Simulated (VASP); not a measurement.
Runs of VASP 6.6.1 on Cu. The structure is that of space group P6/mmm (No. 191), or close to it. The cells are those of the table. This isn't the form of Cu at room conditions, which is fcc.

```csv
cell,k mesh,gap on the mesh (eV),pressure (GPa)
"a = 4.211, b = 4.211, c = 2.528 Å, angles 90.0, 90.0, 120.0°, 3 atoms",9 × 9 × 13,none,(a)
"a = 4.211, b = 4.211, c = 2.528 Å, angles 90.0, 90.0, 120.0°, 3 atoms",10 × 10 × 14,none,0.6
"a = 4.035, b = 4.035, c = 2.423 Å, angles 90.0, 90.0, 120.0°, 3 atoms",10 × 10 × 14,none,20.1
"a = 4.211, b = 4.211, c = 2.528 Å, angles 90.0, 90.0, 120.0°, 3 atoms",11 × 11 × 16,none,0.6
"a = 4.373, b = 4.373, c = 2.626 Å, angles 90.0, 90.0, 120.0°, 3 atoms",10 × 10 × 14,none,-8.8
"a = 4.154, b = 4.154, c = 2.494 Å, angles 90.0, 90.0, 120.0°, 3 atoms",10 × 10 × 14,none,5.6
"a = 4.266, b = 4.266, c = 2.562 Å, angles 90.0, 90.0, 120.0°, 3 atoms",10 × 10 × 14,none,-3.3
"a = 4.320, b = 4.320, c = 2.594 Å, angles 90.0, 90.0, 120.0°, 3 atoms",10 × 10 × 14,none,-6.3
"a = 4.096, b = 4.096, c = 2.459 Å, angles 90.0, 90.0, 120.0°, 3 atoms",10 × 10 × 14,none,(b)
```

Alike in all rows: task single point; level BLYP; potentials or basis VASP PAW PBE potentials, release 64 (Cu); no spin polarisation; cutoff (eV) 520; smearing fermi-dirac 0.1 eV.

Task: Fill in the values left out.

Result: (a) 0.8; (b) 12.0.

Caveats: the PAW data sets were made with another functional, which shifts forces and pressure a little; the cell stands under pressure (at least some runs); the cell stands under tension (at least some runs).

A gap of «none» marks levels without a gap at the run's occupations.
